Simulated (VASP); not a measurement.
Input of a VASP 6.6.1 run:

File POSCAR:

```
BaO
1.0
    0.0000000000      2.7719428467      2.7719428467
    2.7719428467      0.0000000000      2.7719428467
    2.7719428467      2.7719428467      0.0000000000
Ba O
1 1
Direct
    0.0000000000      0.0000000000      0.0000000000
    0.5000000000      0.5000000000      0.5000000000
```

INCAR.step1

```
SYSTEM = BaO
PREC = Accurate ; ENCUT = 580
EDIFF = 1E-5 ; ISMEAR = 0
SIGMA = 0.01 ; LREAL = .False.
LASPH = .True. ; NELM = 120
ALGO = Normal ; ISIF = 2
LWAVE = .True. ; LCHARG = .False.
NBANDS = 15 ; GGA = PE
GGA_COMPAT = .False.
```

File INCAR.step2:

```
SYSTEM = BaO
PREC = Accurate ; ENCUT = 580
EDIFF = 1E-6 ; ISMEAR = 0
SIGMA = 0.01 ; LREAL = .False.
LASPH = .True. ; NELM = 120
ALGO = Normal ; ISIF = 2
LWAVE = .False. ; LCHARG = .False.
METAGGA = R2SCAN ; LHFCALC = .True.
AEXX = 0.25 ; LMIXTAU = .True.
PRECFOCK = Normal ; NBANDS = 15
ISTART = 1 ; GGA_COMPAT = .False.
```

File KPOINTS:

```
Automatic mesh
0
Gamma
  6 6 6
  0 0 0
```

Potentials or basis: VASP PAW PBE potentials, release 64 (Ba_sv, O).

The run is started by

```console
$ cat potpaw_PBE.64/Ba_sv/POTCAR potpaw_PBE.64/O/POTCAR > POTCAR
$ cp INCAR.step1 INCAR
$ mpirun -np 1 vasp_std > vasp.out
$ cp INCAR.step2 INCAR
$ mpirun -np 1 vasp_std > vasp.out
```

(1) Predict the band gap on the k mesh.

(2) Estimate the pressure.

Answers

(1) 4.22 eV.

(2) 0.5 GPa.

Caveat: the PAW data sets were made with another functional, which shifts forces and pressure a little; spin-orbit coupling is left out, which moves the levels of the heavy elements.
